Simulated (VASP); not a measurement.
# Cu (Fd-3m) in VASP: further runs

Cu is run at these levels: r2SCAN; tasks: single point.

All numbers are computed with VASP 6.6.1; they aren't measurements. Logs are shortened: lines on timing, memory, paths and dates and some standing lists are left out, and cuts for length are marked.

### Step 1. The cell of the first run

It takes space group Fd-3m (No. 227, cubic). Conventional cell: a = 4.833 Å, b = 4.833 Å, c = 4.833 Å, α = 90.00°, β = 90.00°, γ = 90.00°. Cu (site symmetry -43m) has 4 Cu at 2.09 Å within 2.8 Å.

This isn't the form of Cu at room conditions, which is fcc.

### Step 2. Single point, r2SCAN

The input, POSCAR:

```
Cu
1.0
    0.0000000000      2.4163017484      2.4163017484
    2.4163017484      0.0000000000      2.4163017484
    2.4163017484      2.4163017484      0.0000000000
Cu
2
Direct
    0.0000000000      0.0000000000      0.0000000000
    0.2500000000      0.2500000000      0.2500000000
```

The input, INCAR.step1:

```
ALGO     = Normal         # electronic algorithm
EDIFF    = 1E-4           # SCF threshold, eV
ENCUT    = 520            # plane-wave cutoff, eV
GGA      = PE             # functional
ISMEAR   = 0              # smearing method
LASPH    = True           # aspherical terms in the spheres
LCHARG   = False          # write CHGCAR
LREAL    = False          # projectors in reciprocal space
LWAVE    = True           # write WAVECAR
NBANDS   = 18             # bands
NELM     = 80             # most SCF steps
PREC     = Accurate       # precision mode
SIGMA    = 0.05           # smearing width, eV
```

The input, INCAR.step2:

```
ALGO     = Normal         # electronic algorithm
EDIFF    = 1E-7           # SCF threshold, eV
ENCUT    = 520            # plane-wave cutoff, eV
ISIF     = 2              # what is computed and relaxed
ISMEAR   = 0              # smearing method
ISTART   = 1            
LASPH    = True           # aspherical terms in the spheres
LCHARG   = False          # write CHGCAR
LMIXTAU  = True         
LREAL    = False          # projectors in reciprocal space
LWAVE    = False          # write WAVECAR
METAGGA  = R2SCAN         # meta-GGA
NBANDS   = 18             # bands
NELM     = 80             # most SCF steps
PREC     = Accurate       # precision mode
SIGMA    = 0.05           # smearing width, eV
```

The input, KPOINTS:

```
k-points
0
Gamma
  8 8 8
```

Potentials or basis: VASP PAW PBE potentials, release 64 (Cu).

Run with:

```console
$ cat potpaw_PBE.64/Cu/POTCAR > POTCAR
$ cp INCAR.step1 INCAR
$ mpirun -np 1 vasp_std > vasp.out
$ cp INCAR.step2 INCAR
$ mpirun -np 1 vasp_std > vasp.out
```

OUTCAR:

```text
EDIFF = 1E-7
   ENCUT = 520
   ISIF = 2
   ISMEAR = 0
   ISTART = 1
   LASPH = True
   LREAL = False
   METAGGA = R2SCAN
   NELM = 80
   PREC = Accurate

 ion  position               nearest neighbor table
   1  0.000  0.000  0.000-   2 2.09   2 2.09   2 2.09   2 2.09
   2  0.250  0.250  0.250-   1 2.09   1 2.09   1 2.09   1 2.09

  LATTYP: Found a face centered cubic cell.
 ALAT       =     4.8326034968

  Lattice vectors:

 A1 = (   0.0000000000,   2.4163017484,   2.4163017484)
 A2 = (   2.4163017484,   0.0000000000,   2.4163017484)
 A3 = (   2.4163017484,   2.4163017484,   0.0000000000)

Analysis of symmetry for initial positions (statically):
=====================================================================
 Subroutine PRICEL returns:
 Original cell was already a primitive cell.

 Routine SETGRP: Setting up the symmetry group for a
 face centered cubic supercell.

 Subroutine GETGRP returns: Found 48 space group operations
 (whereof 24 operations were pure point group operations)
 out of a pool of 48 trial point group operations.

The static configuration has the point symmetry T_d .
 The point group associated with its full space group is O_h .

Analysis of symmetry for dynamics (positions and initial velocities):
=====================================================================
 Subroutine PRICEL returns:
 Original cell was already a primitive cell.

 Routine SETGRP: Setting up the symmetry group for a
 face centered cubic supercell.

 Subroutine GETGRP returns: Found 48 space group operations
 (whereof 24 operations were pure point group operations)
 out of a pool of 48 trial point group operations.

The dynamic configuration has the point symmetry T_d .
 The point group associated with its full space group is O_h .

 Subroutine INISYM returns: Found 48 space group operations
 (whereof 24 operations are pure point group operations),
 and found     1 'primitive' translations

----------------------------------------------------------------------------------------

                                     Primitive cell

  volume of cell :      28.2152

  direct lattice vectors                    reciprocal lattice vectors
     0.000000000  2.416301748  2.416301748    -0.206927798  0.206927798  0.206927798
     2.416301748  0.000000000  2.416301748     0.206927798 -0.206927798  0.206927798
     2.416301748  2.416301748  0.000000000     0.206927798  0.206927798 -0.206927798

  length of vectors
     3.417166703  3.417166703  3.417166703     0.358409460  0.358409460  0.358409460

  position of ions in fractional coordinates (direct lattice)
     0.000000000  0.000000000  0.000000000
     0.250000000  0.250000000  0.250000000

  ion indices of the primitive-cell ions
   primitive index   ion index
                 1           1
                 2           2

----------------------------------------------------------------------------------------

 KPOINTS: k-points

Automatic generation of k-mesh.
 Grid dimensions read from file:
 generate k-points for:    8    8    8

 Generating k-lattice:

  Cartesian coordinates                     Fractional coordinates (reciprocal lattice)
    -0.025865975  0.025865975  0.025865975     0.125000000  0.000000000  0.000000000
     0.025865975 -0.025865975  0.025865975     0.000000000  0.125000000  0.000000000
     0.025865975  0.025865975 -0.025865975     0.000000000  0.000000000  0.125000000

  Length of vectors
     0.044801182  0.044801182  0.044801182

  Shift w.r.t. Gamma in fractional coordinates (k-lattice)
     0.000000000  0.000000000  0.000000000

 Subroutine IBZKPT returns following result:
 ===========================================

 Found     29 irreducible k-points:

 Following reciprocal coordinates:
            Coordinates               Weight
  0.000000  0.000000  0.000000      1.000000
  0.125000  0.000000  0.000000      8.000000
  0.250000  0.000000  0.000000      8.000000
  0.375000  0.000000  0.000000      8.000000
  0.500000  0.000000  0.000000      4.000000
  0.125000  0.125000  0.000000      6.000000
[... 16 lines left out ...]
  0.500000  0.250000  0.125000     48.000000
 -0.375000  0.250000  0.125000     24.000000
 [... further k-points ...]
   k-points           NKPTS =     29   k-points in BZ     NKDIM =     29   number of bands    NBANDS=     18
   number of dos      NEDOS =    301   number of ions     NIONS =      2
   total plane-waves  NPLWV =  21952
   dimension x,y,z NGX =    28 NGY =   28 NGZ =   28
   dimension x,y,z NGXF=    56 NGYF=   56 NGZF=   56
   ions per type =               2
   NGX,Y,Z   is equivalent  to a cutoff of  13.62, 13.62, 13.62 a.u.
   NGXF,Y,Z  is equivalent  to a cutoff of  27.24, 27.24, 27.24 a.u.
 SYSTEM =  unknown system
   PREC   = accura    normal or accurate (medium, high low for compatibility)
   ISTART =      1    job   : 0-new  1-cont  2-samecut
   ICHARG =      0    charge: 1-file 2-atom 10-const
   ISPIN  =      1    spin polarized calculation?
   LNONCOLLINEAR =      F non collinear calculations
   LSORBIT =      F    spin-orbit coupling
   LASPH  =      T    aspherical Exc in radial PAW
   ENCUT  =  520.0 eV  38.22 Ry    6.18 a.u.   6.35  6.35  6.35*2*pi/ulx,y,z
   NELM   =     80;   NELMIN=  2; NELMDL=  0     # of ELM steps
   EDIFF  = 0.1E-06   stopping-criterion for ELM
   LREAL  =      F    real-space projection
   EDIFFG = 0.1E-05   stopping-criterion for IOM
   NSW    =      0    number of steps for IOM
   IBRION =     -1    ionic relax: 0-MD 1-quasi-New 2-CG
   NFREE  =      0    steps in history (QN), initial steepest desc. (CG)
   ISIF   =      2    stress and relaxation
   ISYM   =      2    0-nonsym 1-usesym 2-fastsym
   POTIM  = 0.5000    time-step for ionic-motion
   TEBEG  =    0.0;   TEEND  =   0.0 temperature during run
   PSTRESS=    0.0 pullay stress
   NELECT =      22.0000    total number of electrons
   NUPDOWN=      -1.0000    fix difference up-down
   EMIN   =  10.00;   EMAX   =-10.00  energy-range for DOS
   EFERMI =   0.00;   METHOD = LEGACY
   ISMEAR =     0;   SIGMA  =   0.05  broadening in eV -4-tet -1-fermi 0-gaus
   EFERMI_NEDOS =   21; number of points for ismear=-14 and -15
   IALGO  =     38    algorithm
   IMIX   =      4    mixing-type and parameters
     AMIX     =   0.40;   BMIX     =  1.00
     AMIX_MAG =   1.60;   BMIX_MAG =  1.00
  volume/ion in A,a.u.               =      14.11        95.20
  Fermi-wavevector in a.u.,A,eV,Ry     =   1.506796  2.847432 30.891147  2.270435
  Thomas-Fermi vector in A             =   2.617467
   LORBIT       =      0    0 simple, 1 ext, 2 COOP (PROOUT), +10 PAW based schemes
   METAGGA = R2SCAN    functional components
   LHFCALC =     F    Hartree Fock is set to
   AEXX    =    0.0000 exact exchange contribution
   IVDW    =     0    specifies the selected vdW correction
   LEPSILON=     F    determine dielectric tensor
   LRPA    =     F    only Hartree local field effects (RPA)
 non-spin polarized calculation
 Gauss-broadening in eV      SIGMA  =   0.05
  energy-cutoff  :      520.00
  volume of cell :       28.22
 maximum number of plane-waves:       775
 NGX is ok and might be reduce to    28
   NGX = 13   NGY = 13   NGZ = 13

 number of electron      21.9999986 magnetization

 Free energy of the ion-electron system (eV)
  ---------------------------------------------------
  ext. energy  EPLUGINS =         0.00000000
  ---------------------------------------------------
  free energy    TOTEN  =       -18.83208666 eV

  energy without entropy =      -18.83113587  energy(sigma->0) =      -18.83161127

 E-fermi :   5.5390     XC(G=0): -12.2029

 val. band max:        5.3185374645   @ k =  -0.3750   0.2500   0.1250
 cond. band min:       5.5677555416   @ k =   0.5000   0.1250   0.0000
 fundamental gap:      0.2492180770
 Fermi energy:         5.5390393058

 k-point     1 :       0.0000    0.0000    0.0000
  band No.  band energies     occupation
      1      -2.7838      2.00000
      2       1.1524      2.00000
      3       1.1524      2.00000
      4       1.2178      2.00000
      5       1.2179      2.00000
      6       1.2179      2.00000
[... 10 lines left out ...]
     17      18.6579      0.00000
     18      21.7282      0.00000

 k-point     2 :       0.1250    0.0000    0.0000
  band No.  band energies     occupation
      1      -2.4638      2.00000
      2       1.0176      2.00000
      3       1.0176      2.00000
      4       1.2344      2.00000
      5       1.4114      2.00000
      6       1.4114      2.00000
[... 10 lines left out ...]
     17      20.2349      0.00000
     18      21.8564      0.00000

 k-point     3 :       0.2500    0.0000    0.0000
  band No.  band energies     occupation
      1      -1.5526      2.00000
      2       0.9778      2.00000
      3       0.9778      2.00000
      4       1.3022      2.00000
      5       1.5443      2.00000
      6       1.5444      2.00000
[... 10 lines left out ...]
     17      20.2920      0.00000
     18      21.4392      0.00000

 k-point     4 :       0.3750    0.0000    0.0000
  band No.  band energies     occupation
      1      -0.2980      2.00000
      2       1.0681      2.00000
      3       1.0682      2.00000
      4       1.3686      2.00000
      5       1.4674      2.00000
      6       1.4674      2.00000
[... 375 lines left out ...]
      4       1.2975      2.00000
      5       1.5087      2.00000
      6       1.8912      2.00000
[... 10 lines left out ...]
     17      22.0135      0.00000
     18      24.6121      0.00000

 k-point    23 :       0.5000    0.2500    0.1250
  band No.  band energies     occupation
      1       0.2714      2.00000
      2       0.7484      2.00000
      3       1.1383      2.00000
      4       1.4138      2.00000
      5       1.5026      2.00000
      6       1.8926      2.00000
[... 10 lines left out ...]
     17      21.9697      0.00000
     18      24.8326      0.00000

 k-point    24 :      -0.3750    0.2500    0.1250
  band No.  band energies     occupation
      1       0.7308      2.00000
      2       0.7648      2.00000
      3       1.1249      2.00000
      4       1.3745      2.00000
      5       1.6107      2.00000
      6       1.8105      2.00000
[... 10 lines left out ...]
     17      24.7259      0.00000
     18      24.8001      0.00000

 [... further k-points ...]

------------------------ aborting loop because EDIFF is reached ----------------------------------------

  FORCE on cell =-STRESS in cart. coord.  units (eV):
  Direction    XX          YY          ZZ          XY          YZ          ZX
  --------------------------------------------------------------------------------------
  -------------------------------------------------------------------------------------
  Total        5.3708661      5.3708661      5.3708661      0.0000000      0.0000000      0.0000000
  in kB      304.9800337    304.9800337    304.9800337      0.0000000      0.0000000      0.0000000
  external PRESSURE =     304.9800337 kB  Pullay stress =       0.0000000 kB

 VOLUME and BASIS-vectors are now :
 -----------------------------------------------------------------------------
  energy-cutoff  :      520.00
  volume of cell :       28.22
      direct lattice vectors                 reciprocal lattice vectors
     0.000000000  2.416301748  2.416301748    -0.206927798  0.206927798  0.206927798
     2.416301748  0.000000000  2.416301748     0.206927798 -0.206927798  0.206927798
     2.416301748  2.416301748  0.000000000     0.206927798  0.206927798 -0.206927798

 POSITION                                       TOTAL-FORCE (eV/Angst)
 -----------------------------------------------------------------------------------
      0.00000      0.00000      0.00000         0.000000      0.000000      0.000000
      1.20815      1.20815      1.20815        -0.000000     -0.000000     -0.000000
 -----------------------------------------------------------------------------------
    total drift:                                0.000000      0.000000      0.000000

  FREE ENERGIE OF THE ION-ELECTRON SYSTEM (eV)
  ---------------------------------------------------
  free  energy   TOTEN  =       -18.8320866613 eV

  energy  without entropy=      -18.8311358709  energy(sigma->0) =      -18.83161127
```

Wall time 44 s (1 thread of Intel Xeon 6975P-C (Granite Rapids), shared host); peak memory 0.16 GiB.

What came out:

```yaml
Free_energy: -18.8321 eV
Pressure: 30.5 GPa
Band_gap_on_the_k_mesh: zero (bands 11 and 12 overlap by 1.26 eV)
```

Caveat: the cell stands under pressure; the PAW data sets were made with another functional, which shifts forces and pressure a little.

### Step 3. Single point, r2SCAN

This run uses another cell than the first one, of 14.94 Å³/atom.

The input, POSCAR:

```
Cu
1.0
    0.0000000000      2.4629216427      2.4629216427
    2.4629216427      0.0000000000      2.4629216427
    2.4629216427      2.4629216427      0.0000000000
Cu
2
Direct
    0.0000000000      0.0000000000      0.0000000000
    0.2500000000      0.2500000000      0.2500000000
```

The input, INCAR.step1:

```
ALGO = Normal
EDIFF = 1E-4
ENCUT = 520
GGA = PE
ISMEAR = 0
LASPH = True
LCHARG = False
LREAL = False
LWAVE = True
NBANDS = 18
NELM = 100
PREC = Accurate
SIGMA = 0.05
```

The input, INCAR.step2:

```
ALGO = Normal
EDIFF = 1E-6
ENCUT = 520
ISIF = 2
ISMEAR = 0
ISTART = 1
LASPH = True
LCHARG = True
LELF = True
LMIXTAU = True
LREAL = False
LVHAR = True
LWAVE = False
METAGGA = R2SCAN
NBANDS = 18
NELM = 100
PREC = Accurate
SIGMA = 0.05
```

KPOINTS is that of step 2.

Potentials or basis: VASP PAW PBE potentials, release 64 (Cu).

Run with:

```console
$ cat potpaw_PBE.64/Cu/POTCAR > POTCAR
$ cp INCAR.step1 INCAR
$ mpirun -np 1 vasp_std > vasp.out
$ cp INCAR.step2 INCAR
$ mpirun -np 1 vasp_std > vasp.out
```

It took 43 s on 1 thread of Intel Xeon 6975P-C (Granite Rapids), shared host; peak memory 0.16 GiB.

Results (log left out):

* Free energy: -19.0960 eV
* Pressure: 20.6 GPa
* Band gap on the k mesh: zero (bands 11 and 12 overlap by 1.22 eV)

Levels at points of the mesh, in eV from the Fermi level:
| k point | band 7 | band 8 | band 9 | band 10 | band 11 | band 12 | band 13 | band 14 | band 15 | band 16 |
| --- | --- | --- | --- | --- | --- | --- | --- | --- | --- | --- |
| (0.00, 0.00, 0.00) | -2.47 | -2.47 | -2.47 | -1.52 | -1.52 | 12.12 | 12.12 | 12.12 | 12.71 | 12.71 |
| (0.50, 0.00, 0.00) | -2.30 | -2.18 | -2.18 | -1.63 | -1.63 | -0.28 | 8.65 | 8.65 | 12.95 | 13.07 |
| (0.50, 0.50, 0.00) | -2.74 | -2.74 | -1.50 | -1.50 | 0.35 | 0.35 | 4.19 | 4.19 | 9.51 | 9.51 |

Caveat: the cell stands under pressure; the PAW data sets were made with another functional, which shifts forces and pressure a little.

(Part 1 of 2 ends here.)

The gap in the log of VASP goes by the Fermi energy; the results here count the filled bands.